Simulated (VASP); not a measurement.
# LaSb (Fm-3m) in VASP: electric field gradients with LDA+U

Aim: the electric field gradients of LaSb with LDA+U.

Program: VASP 6.6.1. These are calculated values, not measurements. Logs are shortened: lines on timing, memory, paths and dates and some standing lists are left out, and cuts for length are marked.

**1. The cell of the first run**

It takes space group Fm-3m (No. 225, cubic). Conventional cell: a = 4.973 Å, b = 4.973 Å, c = 4.973 Å, α = 90.00°, β = 90.00°, γ = 90.00°. La (site symmetry m-3m) has 6 Sb at 2.49 Å within 3.3 Å. Sb (site symmetry m-3m) has 6 La at 2.49 Å within 3.3 Å.

**2. Electric field gradients, LDA+U**

The input, INCAR:

```
PREC = Accurate
ENCUT = 400
EDIFF = 1E-8
ISMEAR = -1
SIGMA = 0.05
LREAL = F
LASPH = T
NELM = 200
ALGO = Normal
ISIF = 2
LWAVE = F
LCHARG = F
LMAXMIX = 6
LDAU = T
LDAUTYPE = 2
LDAUL = 3 -1
LDAUU = 2 0
LDAUJ = 0 0
LDAUPRINT = 1
GGA = CA
LEFG = T
NBANDS = 20
GGA_COMPAT = F
```

The input, KPOINTS:

```
regular mesh
0
Gamma
  10 10 10
```

The input, POSCAR:

```
LaSb
1.0
    0.0000000000      2.4866741081      2.4866741081
    2.4866741081      0.0000000000      2.4866741081
    2.4866741081      2.4866741081      0.0000000000
La Sb
1 1
Direct
    0.0000000000      0.0000000000      0.0000000000
    0.5000000000      0.5000000000      0.5000000000
```

Potentials or basis: VASP PAW LDA potentials, release 64 (La, Sb_d_GW).

On the command line:

```
> cat potpaw_LDA.64/La/POTCAR potpaw_LDA.64/Sb_d_GW/POTCAR > POTCAR
> mpirun -np 1 vasp_std > vasp.out
```

OUTCAR:

```text
PREC = Accurate
   ENCUT = 400
   EDIFF = 1E-8
   ISMEAR = -1
   LREAL = F
   LASPH = T
   NELM = 200
   ISIF = 2
   GGA = CA

 ion  position               nearest neighbor table
   1  0.000  0.000  0.000-   2 2.49   2 2.49   2 2.49   2 2.49   2 2.49   2 2.49
   2  0.500  0.500  0.500-   1 2.49   1 2.49   1 2.49   1 2.49   1 2.49   1 2.49

  LATTYP: Found a face centered cubic cell.
 ALAT       =     4.9733482162

  Lattice vectors:

 A1 = (   0.0000000000,   2.4866741081,   2.4866741081)
 A2 = (   2.4866741081,   0.0000000000,   2.4866741081)
 A3 = (   2.4866741081,   2.4866741081,   0.0000000000)

Analysis of symmetry for initial positions (statically):
=====================================================================
 Subroutine PRICEL returns:
 Original cell was already a primitive cell.

 Routine SETGRP: Setting up the symmetry group for a
 face centered cubic supercell.

 Subroutine GETGRP returns: Found 48 space group operations
 (whereof 48 operations were pure point group operations)
 out of a pool of 48 trial point group operations.

The static configuration has the point symmetry O_h .

Analysis of symmetry for dynamics (positions and initial velocities):
=====================================================================
 Subroutine PRICEL returns:
 Original cell was already a primitive cell.

 Routine SETGRP: Setting up the symmetry group for a
 face centered cubic supercell.

 Subroutine GETGRP returns: Found 48 space group operations
 (whereof 48 operations were pure point group operations)
 out of a pool of 48 trial point group operations.

The dynamic configuration has the point symmetry O_h .

 Subroutine INISYM returns: Found 48 space group operations
 (whereof 48 operations are pure point group operations),
 and found     1 'primitive' translations

----------------------------------------------------------------------------------------

                                     Primitive cell

  volume of cell :      30.7529

  direct lattice vectors                    reciprocal lattice vectors
     0.000000000  2.486674108  2.486674108    -0.201071784  0.201071784  0.201071784
     2.486674108  0.000000000  2.486674108     0.201071784 -0.201071784  0.201071784
     2.486674108  2.486674108  0.000000000     0.201071784  0.201071784 -0.201071784

  length of vectors
     3.516688249  3.516688249  3.516688249     0.348266546  0.348266546  0.348266546

  position of ions in fractional coordinates (direct lattice)
     0.000000000  0.000000000  0.000000000
     0.500000000  0.500000000  0.500000000

  ion indices of the primitive-cell ions
   primitive index   ion index
                 1           1
                 2           2

----------------------------------------------------------------------------------------

 KPOINTS: regular mesh

Automatic generation of k-mesh.
 Grid dimensions read from file:
 generate k-points for:   10   10   10

 Generating k-lattice:

  Cartesian coordinates                     Fractional coordinates (reciprocal lattice)
    -0.020107178  0.020107178  0.020107178     0.100000000  0.000000000  0.000000000
     0.020107178 -0.020107178  0.020107178     0.000000000  0.100000000  0.000000000
     0.020107178  0.020107178 -0.020107178     0.000000000  0.000000000  0.100000000

  Length of vectors
     0.034826655  0.034826655  0.034826655

  Shift w.r.t. Gamma in fractional coordinates (k-lattice)
     0.000000000  0.000000000  0.000000000

 Subroutine IBZKPT returns following result:
[... 64 lines left out ...]
   ISMEAR =    -1;   SIGMA  =   0.05  broadening in eV -4-tet -1-fermi 0-gaus
   EFERMI_NEDOS =   21; number of points for ismear=-14 and -15
   IALGO  =     38    algorithm
   IMIX   =      4    mixing-type and parameters
     AMIX     =   0.40;   BMIX     =  1.00
     AMIX_MAG =   1.60;   BMIX_MAG =  1.00
  volume/ion in A,a.u.               =      15.38       103.77
  Fermi-wavevector in a.u.,A,eV,Ry     =   1.547998  2.925292 32.603613  2.396298
  Thomas-Fermi vector in A             =   2.653011
   LORBIT       =      0    0 simple, 1 ext, 2 COOP (PROOUT), +10 PAW based schemes
 LDA+U is selected, type is set to LDAUTYPE =  2
   angular momentum for each species LDAUL =     3   -1
   U (eV)           for each species LDAUU =   2.0  0.0
   J (eV)           for each species LDAUJ =   0.0  0.0
   GGA     = CA    functional components
   LHFCALC =     F    Hartree Fock is set to
   AEXX    =    0.0000 exact exchange contribution
   IVDW    =     0    specifies the selected vdW correction
   LEPSILON=     F    determine dielectric tensor
   LRPA    =     F    only Hartree local field effects (RPA)
 non-spin polarized calculation
  energy-cutoff  :      400.00
  volume of cell :       30.75
 maximum number of plane-waves:       568
   NGX = 11   NGY = 11   NGZ = 11

atom =   1  type =  1  l = 3

 onsite density matrix

spin component  1

  0.0290  0.0000  0.0098 -0.0000  0.0000 -0.0000  0.0000
  0.0000  0.0115 -0.0000  0.0000 -0.0000  0.0000  0.0000
  0.0098 -0.0000  0.0240  0.0000 -0.0000  0.0000  0.0000
 -0.0000  0.0000  0.0000  0.0366 -0.0000  0.0000  0.0000
  0.0000 -0.0000 -0.0000 -0.0000  0.0240 -0.0000 -0.0098
 -0.0000  0.0000  0.0000  0.0000 -0.0000  0.0164  0.0000
  0.0000  0.0000  0.0000  0.0000 -0.0098  0.0000  0.0290

spin component  2

  0.0290  0.0000  0.0098 -0.0000  0.0000 -0.0000  0.0000
  0.0000  0.0115 -0.0000  0.0000 -0.0000  0.0000  0.0000
  0.0098 -0.0000  0.0240  0.0000 -0.0000  0.0000  0.0000
 -0.0000  0.0000  0.0000  0.0366 -0.0000  0.0000  0.0000
  0.0000 -0.0000 -0.0000 -0.0000  0.0240 -0.0000 -0.0098
 -0.0000  0.0000  0.0000  0.0000 -0.0000  0.0164  0.0000
  0.0000  0.0000  0.0000  0.0000 -0.0098  0.0000  0.0290

 occupancies and eigenvectors

  o =  0.0115  v =  0.0000  1.0000 -0.0000 -0.0000 -0.0000 -0.0000 -0.0000  0.0000  0.0000  0.0000  0.0000  0.0000  0.0000  0.0000      0.0000  0.0000  0.0000  0.0000  0.0000  0.0000  0.0000  0.0000  0.0000  0.0000  0.0000  0.0000  0.0000  0.0000
  o =  0.0115  v =  0.0000  0.0000  0.0000  0.0000  0.0000  0.0000  0.0000  0.0000  1.0000 -0.0000 -0.0000 -0.0000 -0.0000 -0.0000      0.0000  0.0000  0.0000  0.0000  0.0000  0.0000  0.0000  0.0000  0.0000  0.0000  0.0000  0.0000  0.0000  0.0000
  o =  0.0164  v =  0.6123 -0.0000 -0.7905  0.0000 -0.0094  0.0024 -0.0073  0.0000  0.0000  0.0000  0.0000  0.0000  0.0000  0.0000      0.0000  0.0000  0.0000  0.0000  0.0000  0.0000  0.0000  0.0000  0.0000  0.0000  0.0000  0.0000  0.0000  0.0000
  o =  0.0164  v =  0.0000  0.0000  0.0000  0.0000  0.0000  0.0000  0.0000  0.6123 -0.0000 -0.7905  0.0000 -0.0094  0.0024 -0.0073      0.0000  0.0000  0.0000  0.0000  0.0000  0.0000  0.0000  0.0000  0.0000  0.0000  0.0000  0.0000  0.0000  0.0000
  o =  0.0164  v =  0.0073  0.0000 -0.0095 -0.0000  0.7905 -0.0049  0.6123  0.0000  0.0000  0.0000  0.0000  0.0000  0.0000  0.0000      0.0000  0.0000  0.0000  0.0000  0.0000  0.0000  0.0000  0.0000  0.0000  0.0000  0.0000  0.0000  0.0000  0.0000
  o =  0.0164  v =  0.0000  0.0000  0.0000  0.0000  0.0000  0.0000  0.0000  0.0073  0.0000 -0.0095 -0.0000  0.7905 -0.0049  0.6123      0.0000  0.0000  0.0000  0.0000  0.0000  0.0000  0.0000  0.0000  0.0000  0.0000  0.0000  0.0000  0.0000  0.0000
  o =  0.0164  v =  0.0014 -0.0000 -0.0019  0.0000 -0.0039 -1.0000 -0.0030  0.0000  0.0000  0.0000  0.0000  0.0000  0.0000  0.0000      0.0000  0.0000  0.0000  0.0000  0.0000  0.0000  0.0000  0.0000  0.0000  0.0000  0.0000  0.0000  0.0000  0.0000
  o =  0.0164  v =  0.0000  0.0000  0.0000  0.0000  0.0000  0.0000  0.0000  0.0014 -0.0000 -0.0019  0.0000 -0.0039 -1.0000 -0.0030      0.0000  0.0000  0.0000  0.0000  0.0000  0.0000  0.0000  0.0000  0.0000  0.0000  0.0000  0.0000  0.0000  0.0000
  o =  0.0366  v =  0.7906  0.0000  0.6124 -0.0000  0.0000 -0.0000 -0.0000  0.0000  0.0000  0.0000  0.0000  0.0000  0.0000  0.0000      0.0000  0.0000  0.0000  0.0000  0.0000  0.0000  0.0000  0.0000  0.0000  0.0000  0.0000  0.0000  0.0000  0.0000
  o =  0.0366  v =  0.0000  0.0000  0.0000  0.0000  0.0000  0.0000  0.0000  0.7906  0.0000  0.6124 -0.0000  0.0000 -0.0000 -0.0000      0.0000  0.0000  0.0000  0.0000  0.0000  0.0000  0.0000  0.0000  0.0000  0.0000  0.0000  0.0000  0.0000  0.0000
  o =  0.0366  v =  0.0000  0.0000  0.0000  0.0327 -0.6120  0.0000  0.7901  0.0000  0.0000  0.0000  0.0000  0.0000  0.0000  0.0000      0.0000  0.0000  0.0000  0.0000  0.0000  0.0000  0.0000  0.0000  0.0000  0.0000  0.0000  0.0000  0.0000  0.0000
  o =  0.0366  v =  0.0000  0.0000  0.0000  0.0000  0.0000  0.0000  0.0000  0.0000  0.0000  0.0000  0.0327 -0.6120  0.0000  0.7901      0.0000  0.0000  0.0000  0.0000  0.0000  0.0000  0.0000  0.0000  0.0000  0.0000  0.0000  0.0000  0.0000  0.0000
  o =  0.0366  v =  0.0000  0.0000  0.0000  0.0000  0.0000  0.0000  0.0000 -0.0000  0.0000  0.0000  0.9995  0.0201  0.0000 -0.0259      0.0000  0.0000  0.0000  0.0000  0.0000  0.0000  0.0000  0.0000  0.0000  0.0000  0.0000  0.0000  0.0000  0.0000
  o =  0.0366  v = -0.0000  0.0000  0.0000  0.9995  0.0201  0.0000 -0.0259  0.0000  0.0000  0.0000  0.0000  0.0000  0.0000  0.0000      0.0000  0.0000  0.0000  0.0000  0.0000  0.0000  0.0000  0.0000  0.0000  0.0000  0.0000  0.0000  0.0000  0.0000

 number of electron      26.0000011 magnetization

 Free energy of the ion-electron system (eV)
  ---------------------------------------------------
  ext. energy  EPLUGINS =         0.00000000
  ---------------------------------------------------
  free energy    TOTEN  =        -0.69250954 eV

  energy without entropy =       -0.68756508  energy(sigma->0) =       -0.69003731

 E-fermi :  16.7182     XC(G=0): -13.7764

 val. band max:       16.6972893884   @ k =   0.3000   0.1000   0.0000
 cond. band min:      16.8139672224   @ k =   0.1000   0.0000   0.0000
 fundamental gap:      0.1166778341
 Fermi energy:        16.7182279781

 k-point     1 :       0.0000    0.0000    0.0000
  band No.  band energies     occupation
      1     -16.0738      2.00000
      2     -13.4099      2.00000
      3     -13.4099      2.00000
      4     -13.2093      2.00000
      5     -13.2093      2.00000
      6     -13.2093      2.00000
[... 541 lines left out ...]
     19      21.4098      0.00000
     20      21.7388      0.00000

 [... further k-points ...]
[... 5 lines left out ...]
  --------------------------------------------------------------------------------------
  -------------------------------------------------------------------------------------
  Total       39.4640071     39.4640071     39.4640071      0.0000000     -0.0000000     -0.0000000
  in kB     2056.0096571   2056.0096571   2056.0096571      0.0000000     -0.0000000     -0.0000000
  external PRESSURE =    2056.0096571 kB  Pullay stress =       0.0000000 kB

 VOLUME and BASIS-vectors are now :
 -----------------------------------------------------------------------------
  energy-cutoff  :      400.00
  volume of cell :       30.75
      direct lattice vectors                 reciprocal lattice vectors
     0.000000000  2.486674108  2.486674108    -0.201071784  0.201071784  0.201071784
     2.486674108  0.000000000  2.486674108     0.201071784 -0.201071784  0.201071784
     2.486674108  2.486674108  0.000000000     0.201071784  0.201071784 -0.201071784

 POSITION                                       TOTAL-FORCE (eV/Angst)
 -----------------------------------------------------------------------------------
      0.00000      0.00000      0.00000         0.000000     -0.000000      0.000000
      2.48667      2.48667      2.48667        -0.000000      0.000000     -0.000000
 -----------------------------------------------------------------------------------
    total drift:                                0.000000     -0.000000      0.000000

  FREE ENERGIE OF THE ION-ELECTRON SYSTEM (eV)
  ---------------------------------------------------
  free  energy   TOTEN  =        -0.6925095384 eV

  energy  without entropy=       -0.6875650815  energy(sigma->0) =       -0.69003731

 Electric field gradients (V/A^2)
---------------------------------------------------------------------
 ion       V_xx      V_yy      V_zz      V_xy      V_xz      V_yz
---------------------------------------------------------------------
   1      -0.000    -0.000    -0.000     0.000     0.000     0.000
   2      -0.000    -0.000    -0.000    -0.001    -0.001    -0.001
---------------------------------------------------------------------

 Electric field gradients after diagonalization (V/A^2)
 (convention: |V_zz| > |V_xx| > |V_yy|)
----------------------------------------------------------------------
 ion       V_xx      V_yy      V_zz     asymmetry (V_yy - V_xx)/ V_zz
----------------------------------------------------------------------
   1      -0.000    -0.000     0.001       0.000
   2       0.001     0.001    -0.002       0.000
----------------------------------------------------------------------

           NMR quadrupolar parameters

 Cq : quadrupolar parameter    Cq=e*Q*V_zz/h
 eta: asymmetry parameters     (V_yy - V_xx)/ V_zz
 Q  : nuclear electric quadrupole moment in mb (millibarn)
----------------------------------------------------------------------
 ion       Cq(MHz)       eta       Q (mb)
----------------------------------------------------------------------
   1       0.000       0.000       1.000
   2      -0.000       0.000       1.000
----------------------------------------------------------------------
```

Run time: 33 s. Hardware: 1 thread of Intel Xeon Platinum 8259CL at 2.50GHz (Skylake/Cascade Lake), shared host; peak memory 0.16 GiB.

What came out:

```yaml
Free_energy: -0.6925 eV
Pressure: 205.6 GPa
Band_gap_on_the_k_mesh: zero (bands 13 and 14 overlap by 1.97 eV)
Largest_electric_field_gradient_by_atom: under 0.05 V/Å² on every atom
```

Eigenvalues of the final occupation matrices:
| site | spin | trace | eigenvalues |
| --- | --- | --- | --- |
| site 1 f | 1 | 0.17 | 0.01 0.02 0.02 0.02 0.04 0.04 0.04 |
| site 1 f | 2 | 0.17 | 0.01 0.02 0.02 0.02 0.04 0.04 0.04 |

Caveat: the cell stands under pressure; spin-orbit coupling is left out, which moves the levels of the heavy elements; U without spin polarisation on a metal has little footing; the U is typed as a test and isn't derived for this compound.

The gap in the log of VASP goes by the Fermi energy; the results here count the filled bands.